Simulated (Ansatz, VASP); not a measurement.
**ZnS in VASP and in Ansatz**

```
Zn S
1.0
     3.80672    0.00000    0.00000
    -1.90336    3.29672    0.00000
     0.00000    0.00000    6.24574
Zn S
2 2
Direct
  0.33333 0.66667 0.00539
  0.66667 0.33333 0.50539
  0.33333 0.66667 0.37961
  0.66667 0.33333 0.87961
```

Alike in both runs: functional r2SCAN; k mesh 6 × 6 × 4; occupations gaussian, width 0.02 eV; no spin polarisation.

Ansatz relaxed the structure, and its values are those at the end. VASP's run is a single point on that final structure, the one shown.

```csv
,VASP,Ansatz
version,VASP 6.6.1,Ansatz 0.2.0
potentials or method,"VASP PAW PBE potentials, release 64 (Zn, S), cutoff 520 eV","scalar-relativistic, plane waves, PAW"
valence electrons in the cell,36,36
```

VASP gave:

```
gap on the k mesh at the Fermi level (eV) : 2.79
least direct gap on the mesh (eV)         : 2.79
pressure (GPa)                            : 0.0
```

Problem. Estimate Ansatz's values.

Solution. gap on the k mesh at the Fermi level (eV): 2.78; least direct gap on the mesh (eV): 2.78; pressure (GPa): 0.0.

VASP's potentials were made for PBE, not for r2SCAN.
